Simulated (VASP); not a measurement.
# Hf (Fm-3m) in VASP: density of states with LDA

Aim: the density of states of Hf with LDA.

Program: VASP 6.6.1. These are calculated values, not measurements. Logs are shortened: lines on timing, memory, paths and dates and some standing lists are left out, and cuts for length are marked.

## 1. The cell of the first run

Symmetry: Fm-3m, No. 225, cubic system. Conventional cell: a = 4.440 Å, b = 4.440 Å, c = 4.440 Å, α = 90.00°, β = 90.00°, γ = 90.00°. Within 4.1 Å of Hf (site symmetry m-3m) lie 12 Hf at 3.14 Å.

## 2. Density of states, LDA

Contents of POSCAR:

```
Hf
1.0
    0.0000000000      2.2200000000      2.2200000000
    2.2200000000      0.0000000000      2.2200000000
    2.2200000000      2.2200000000      0.0000000000
Hf
1
Direct
    0.0000000000      0.0000000000      0.0000000000
```

Contents of INCAR.step1:

```
SYSTEM = Hf
PREC = Accurate
ENCUT = 520
EDIFF = 1E-7
ISMEAR = 1
SIGMA = 0.1
LREAL = .FALSE.
LASPH = .TRUE.
NELM = 60
ALGO = Normal
ISIF = 2
LWAVE = .FALSE.
LCHARG = .TRUE.
LMAXMIX = 4
GGA = CA
NBANDS = 11
```

Contents of KPOINTS.step1:

```
Automatic mesh
0
G
  9 9 9
  0 0 0
```

Contents of INCAR.step2:

```
SYSTEM = Hf
PREC = Accurate
ENCUT = 520
EDIFF = 1E-7
ISMEAR = -5
SIGMA = 0.1
LREAL = .FALSE.
LASPH = .TRUE.
NELM = 60
ALGO = Normal
ISIF = 2
LWAVE = .FALSE.
LCHARG = .FALSE.
LMAXMIX = 4
GGA = CA
LORBIT = 10
NEDOS = 1001
ICHARG = 11
```

Contents of KPOINTS.step2:

```
Automatic mesh
0
G
  14 14 14
  0 0 0
```

Potentials or basis: VASP PAW LDA potentials, release 64 (Hf_pv).

Launch:

```
> cat potpaw_LDA.64/Hf_pv/POTCAR > POTCAR
> cp INCAR.step1 INCAR
> cp KPOINTS.step1 KPOINTS
> mpirun -np 1 vasp_std > vasp.out
> cp INCAR.step2 INCAR
> cp KPOINTS.step2 KPOINTS
> mpirun -np 1 vasp_std > vasp.out
```

OUTCAR:

```text
SYSTEM = Hf
   PREC = Accurate
   ENCUT = 520
   EDIFF = 1E-7
   ISMEAR = -5
   LREAL = .FALSE.
   LASPH = .TRUE.
   NELM = 60
   ISIF = 2
   GGA = CA
   LORBIT = 10
   ICHARG = 11

 ion  position               nearest neighbor table
   1  0.000  0.000  0.000-

  LATTYP: Found a face centered cubic cell.
 ALAT       =     4.4400000000

  Lattice vectors:

 A1 = (   0.0000000000,   2.2200000000,   2.2200000000)
 A2 = (   2.2200000000,   0.0000000000,   2.2200000000)
 A3 = (   2.2200000000,   2.2200000000,   0.0000000000)

Analysis of symmetry for initial positions (statically):
=====================================================================
 Subroutine PRICEL returns:
 Original cell was already a primitive cell.

 Routine SETGRP: Setting up the symmetry group for a
 face centered cubic supercell.

 Subroutine GETGRP returns: Found 48 space group operations
 (whereof 48 operations were pure point group operations)
 out of a pool of 48 trial point group operations.

The static configuration has the point symmetry O_h .

Analysis of symmetry for dynamics (positions and initial velocities):
=====================================================================
 Subroutine PRICEL returns:
 Original cell was already a primitive cell.

 Routine SETGRP: Setting up the symmetry group for a
 face centered cubic supercell.

 Subroutine GETGRP returns: Found 48 space group operations
 (whereof 48 operations were pure point group operations)
 out of a pool of 48 trial point group operations.

The dynamic configuration has the point symmetry O_h .

 Subroutine INISYM returns: Found 48 space group operations
 (whereof 48 operations are pure point group operations),
 and found     1 'primitive' translations

----------------------------------------------------------------------------------------

                                     Primitive cell

  volume of cell :      21.8821

  direct lattice vectors                    reciprocal lattice vectors
     0.000000000  2.220000000  2.220000000    -0.225225225  0.225225225  0.225225225
     2.220000000  0.000000000  2.220000000     0.225225225 -0.225225225  0.225225225
     2.220000000  2.220000000  0.000000000     0.225225225  0.225225225 -0.225225225

  length of vectors
     3.139554108  3.139554108  3.139554108     0.390101533  0.390101533  0.390101533

  position of ions in fractional coordinates (direct lattice)
     0.000000000  0.000000000  0.000000000

  ion indices of the primitive-cell ions
   primitive index   ion index
                 1           1

----------------------------------------------------------------------------------------

 KPOINTS: Automatic mesh

Automatic generation of k-mesh.
 Grid dimensions read from file:
 generate k-points for:   14   14   14

 Generating k-lattice:

  Cartesian coordinates                     Fractional coordinates (reciprocal lattice)
    -0.016087516  0.016087516  0.016087516     0.071428571  0.000000000  0.000000000
     0.016087516 -0.016087516  0.016087516     0.000000000  0.071428571  0.000000000
     0.016087516  0.016087516 -0.016087516     0.000000000  0.000000000  0.071428571

  Length of vectors
     0.027864395  0.027864395  0.027864395

  Shift w.r.t. Gamma in fractional coordinates (k-lattice)
     0.000000000  0.000000000  0.000000000

 TETIRR: Found    389 inequivalent tetrahedra from    16464

 Subroutine IBZKPT returns following result:
 ===========================================

 Found    104 irreducible k-points:

 Following reciprocal coordinates:
            Coordinates               Weight
  0.000000  0.000000  0.000000      1.000000
  0.071429  0.000000  0.000000      8.000000
  0.142857  0.000000  0.000000      8.000000
  0.214286  0.000000  0.000000      8.000000
  0.285714  0.000000  0.000000      8.000000
  0.357143  0.000000  0.000000      8.000000
[... 16 lines left out ...]
  0.214286  0.142857  0.000000     24.000000
  0.285714  0.142857  0.000000     24.000000
 [... further k-points ...]
   k-points           NKPTS =    104   k-points in BZ     NKDIM =    104   number of bands    NBANDS=      9
   number of dos      NEDOS =   1001   number of ions     NIONS =      1
   total plane-waves  NPLWV =  13824
   dimension x,y,z NGX =    24 NGY =   24 NGZ =   24
   dimension x,y,z NGXF=    48 NGYF=   48 NGZF=   48
   ions per type =               1
   NGX,Y,Z   is equivalent  to a cutoff of  12.71, 12.71, 12.71 a.u.
   NGXF,Y,Z  is equivalent  to a cutoff of  25.42, 25.42, 25.42 a.u.
 SYSTEM =  Hf
   PREC   = accura    normal or accurate (medium, high low for compatibility)
   ISTART =      0    job   : 0-new  1-cont  2-samecut
   ICHARG =     11    charge: 1-file 2-atom 10-const
   ISPIN  =      1    spin polarized calculation?
   LNONCOLLINEAR =      F non collinear calculations
   LSORBIT =      F    spin-orbit coupling
   LASPH  =      T    aspherical Exc in radial PAW
   ENCUT  =  520.0 eV  38.22 Ry    6.18 a.u.   5.84  5.84  5.84*2*pi/ulx,y,z
   NELM   =     60;   NELMIN=  2; NELMDL=  0     # of ELM steps
   EDIFF  = 0.1E-06   stopping-criterion for ELM
   LREAL  =      F    real-space projection
   EDIFFG = 0.1E-05   stopping-criterion for IOM
   NSW    =      0    number of steps for IOM
   IBRION =     -1    ionic relax: 0-MD 1-quasi-New 2-CG
   NFREE  =      0    steps in history (QN), initial steepest desc. (CG)
   ISIF   =      2    stress and relaxation
   ISYM   =      2    0-nonsym 1-usesym 2-fastsym
   POTIM  = 0.5000    time-step for ionic-motion
   TEBEG  =    0.0;   TEEND  =   0.0 temperature during run
   PSTRESS=    0.0 pullay stress
   NELECT =      10.0000    total number of electrons
   NUPDOWN=      -1.0000    fix difference up-down
   EMIN   =  10.00;   EMAX   =-10.00  energy-range for DOS
   EFERMI =   0.00;   METHOD = LEGACY
   ISMEAR =    -5;   SIGMA  =   0.10  broadening in eV -4-tet -1-fermi 0-gaus
   EFERMI_NEDOS =   21; number of points for ismear=-14 and -15
   IALGO  =     38    algorithm
   IMIX   =      4    mixing-type and parameters
     AMIX     =   0.40;   BMIX     =  1.00
     AMIX_MAG =   1.60;   BMIX_MAG =  1.00
  volume/ion in A,a.u.               =      21.88       147.67
  Fermi-wavevector in a.u.,A,eV,Ry     =   1.260991  2.382927 21.634588  1.590097
  Thomas-Fermi vector in A             =   2.394472
   LORBIT       =     10    0 simple, 1 ext, 2 COOP (PROOUT), +10 PAW based schemes
   GGA     = CA    functional components
   LHFCALC =     F    Hartree Fock is set to
   AEXX    =    0.0000 exact exchange contribution
   IVDW    =     0    specifies the selected vdW correction
   LEPSILON=     F    determine dielectric tensor
   LRPA    =     F    only Hartree local field effects (RPA)
 non-spin polarized calculation
 Fermi weights with tetrahedron method with Bloechl corrections
  energy-cutoff  :      520.00
  volume of cell :       21.88
 maximum number of plane-waves:       609

 number of electron      10.0000000 magnetization

 Free energy of the ion-electron system (eV)
  ---------------------------------------------------
  ext. energy  EPLUGINS =         0.00000000
  ---------------------------------------------------
  free energy    TOTEN  =       -10.61082699 eV

  energy without entropy =      -10.61082699  energy(sigma->0) =      -10.61082699

 E-fermi :   4.7859     XC(G=0): -11.5744

 val. band max:        4.7806530165   @ k =   0.2857   0.0000   0.0000
 cond. band min:       4.7474101897   @ k =  -0.4286   0.2857   0.1429
 fundamental gap:     -0.0332428268
 Fermi energy:         4.7859281571

 k-point     1 :       0.0000    0.0000    0.0000
  band No.  band energies     occupation
      1     -25.0187      2.00000
      2     -25.0187      2.00000
      3     -25.0187      2.00000
      4      -2.4491      2.00000
      5       6.1043      0.00000
      6       6.1043      0.00000
      7       6.1043      0.00000
      8       8.9306      0.00000
      9       8.9306      0.00000

 k-point     2 :       0.0714    0.0000    0.0000
  band No.  band energies     occupation
      1     -25.0661      2.00000
      2     -25.0246      2.00000
      3     -25.0246      2.00000
      4      -2.2650      2.00000
      5       5.9239      0.00000
      6       6.1922      0.00000
      7       6.1922      0.00000
      8       8.8355      0.00000
      9       8.8355      0.00000

 k-point     3 :       0.1429    0.0000    0.0000
  band No.  band energies     occupation
      1     -25.1969      2.00000
      2     -25.0413      2.00000
      3     -25.0413      2.00000
      4      -1.7401      2.00000
      5       5.4929      0.00000
      6       6.3937      0.00000
      7       6.3937      0.00000
      8       8.6663      0.00000
      9       8.6663      0.00000

 k-point     4 :       0.2143    0.0000    0.0000
  band No.  band energies     occupation
      1     -25.3812      2.00000
      2     -25.0652      2.00000
      3     -25.0652      2.00000
      4      -0.9621      2.00000
      5       5.0374     -0.28028
      6       6.5042      0.00000
      7       6.5042      0.00000
      8       8.7321      0.00000
      9       8.7321      0.00000

 k-point     5 :       0.2857    0.0000    0.0000
  band No.  band energies     occupation
      1     -25.5794      2.00000
      2     -25.0916      2.00000
      3     -25.0916      2.00000
      4      -0.0985      2.00000
      5       4.7807      1.45660
      6       6.3696      0.00000
      7       6.3696      0.00000
      8       9.2506      0.00000
      9       9.2506      0.00000

 k-point     6 :       0.3571    0.0000    0.0000
  band No.  band energies     occupation
      1     -25.7528      2.00000
      2     -25.1152      2.00000
      3     -25.1152      2.00000
      4       0.6035      2.00000
      5       4.8987      0.07038
      6       6.1290      0.00000
      7       6.1290      0.00000
      8      10.0518      0.00000
      9      10.0518      0.00000
[... 169 lines left out ...]
 k-point    21 :      -0.0714    0.0714    0.0000
  band No.  band energies     occupation
      1     -25.1311      2.00000
      2     -25.0517      2.00000
      3     -25.0267      2.00000
      4      -1.9664      2.00000
      5       5.6470      0.00000
      6       6.3271      0.00000
      7       6.3372      0.00000
      8       8.4892      0.00000
      9       8.9297      0.00000

 k-point    22 :       0.1429    0.1429    0.0000
  band No.  band energies     occupation
      1     -25.1923      2.00000
      2     -25.0802      2.00000
      3     -25.0802      2.00000
      4      -1.5021      2.00000
      5       5.1386     -0.07232
      6       6.6827      0.00000
      7       6.6827      0.00000
      8       7.6713      0.00000
      9       9.2768      0.00000

 k-point    23 :       0.2143    0.1429    0.0000
  band No.  band energies     occupation
      1     -25.3119      2.00000
      2     -25.1106      2.00000
      3     -25.1035      2.00000
      4      -0.9137      2.00000
      5       4.7332      1.27161
      6       6.6970      0.00000
      7       6.9561      0.00000
      8       7.5128      0.00000
      9       9.4568      0.00000

 k-point    24 :       0.2857    0.1429    0.0000
  band No.  band energies     occupation
      1     -25.4744      2.00000
      2     -25.1405      2.00000
      3     -25.1316      2.00000
      4      -0.1172      2.00000
      5       4.3968      2.08653
      6       6.1562      0.00000
      7       7.0520      0.00000
      8       8.1864      0.00000
      9       9.8372      0.00000

 [... further k-points ...]
[... 5 lines left out ...]
  --------------------------------------------------------------------------------------
  -------------------------------------------------------------------------------------
  Total       -0.7463822     -0.7463822     -0.7463822     -0.0000000      0.0000000     -0.0000000
  in kB      -54.6490898    -54.6490898    -54.6490898     -0.0000000      0.0000000     -0.0000000
  external PRESSURE =     -54.6490898 kB  Pullay stress =       0.0000000 kB

 VOLUME and BASIS-vectors are now :
 -----------------------------------------------------------------------------
  energy-cutoff  :      520.00
  volume of cell :       21.88
      direct lattice vectors                 reciprocal lattice vectors
     0.000000000  2.220000000  2.220000000    -0.225225225  0.225225225  0.225225225
     2.220000000  0.000000000  2.220000000     0.225225225 -0.225225225  0.225225225
     2.220000000  2.220000000  0.000000000     0.225225225  0.225225225 -0.225225225

 POSITION                                       TOTAL-FORCE (eV/Angst)
 -----------------------------------------------------------------------------------
      0.00000      0.00000      0.00000         0.000000     -0.000000     -0.000000
 -----------------------------------------------------------------------------------
    total drift:                               -0.000000      0.000000      0.000000

  FREE ENERGIE OF THE ION-ELECTRON SYSTEM (eV)
  ---------------------------------------------------
  free  energy   TOTEN  =       -10.6108269929 eV

  energy  without entropy=      -10.6108269929  energy(sigma->0) =      -10.61082699

 total charge

# of ion       s       p       d       tot
------------------------------------------
    1        0.397   6.383   1.620   8.400
```

It took 28 s on 1 thread of AMD EPYC 7R13, shared host; peak memory 0.14 GiB.

What came out:

| Item | Value |
| --- | --- |
| Valence electrons inside the program's atomic spheres | Hf 8.40 |

Levels at points of the mesh, in eV from the Fermi level:
```csv
k point,band 1,band 2,band 3,band 4,band 5,band 6,band 7,band 8,band 9
"(0.00, 0.00, 0.00)",-29.80,-29.80,-29.80,-7.24,1.32,1.32,1.32,4.14,4.14
"(0.50, 0.00, 0.00)",-30.70,-29.92,-29.92,-3.71,0.79,1.08,1.08,6.35,6.35
"(0.50, 0.50, 0.00)",-30.64,-30.13,-30.13,-3.37,-2.25,2.76,6.34,7.00,7.00
```

Caveat: spin-orbit coupling is left out, which moves the levels of the heavy elements; tetrahedron occupations give inexact forces and stress in metals.
